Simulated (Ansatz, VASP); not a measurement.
**Pb in VASP and in Ansatz**

```
CELL_PARAMETERS angstrom
3.37560 0.00000 0.00000
-1.68780 2.92336 0.00000
0.00000 0.00000 5.59000
ATOMIC_POSITIONS crystal
Pb 0.33333 0.66667 0.25000
Pb 0.66667 0.33333 0.75000
```

Change from the starting cell: equal xx and yy strain of -3 %.

Alike in both runs: task single point; functional PBEsol; k mesh 12 × 12 × 7; occupations fermi-dirac, width 0.05 eV; no spin polarisation.

|  | VASP | Ansatz |
| --- | --- | --- |
| version | VASP 6.6.1 | Ansatz 0.2.0 |
| potentials or method | VASP PAW PBE potentials, release 64 (Pb_d), cutoff 520 eV | all-electron LAPW, scalar-relativistic |

Ansatz gave:

* pressure (GPa): 4.8
* traceless stress, the component that is largest in VASP (GPa): -0.22

What did VASP give for the same quantities?

Pressure (GPa): 4.7; traceless stress, the component that is largest in VASP (GPa): -0.20.

VASP's potentials were made for PBE, not for PBEsol. Ansatz ran all-electron here, and VASP with PAW potentials.

Neither program's run includes spin-orbit coupling.
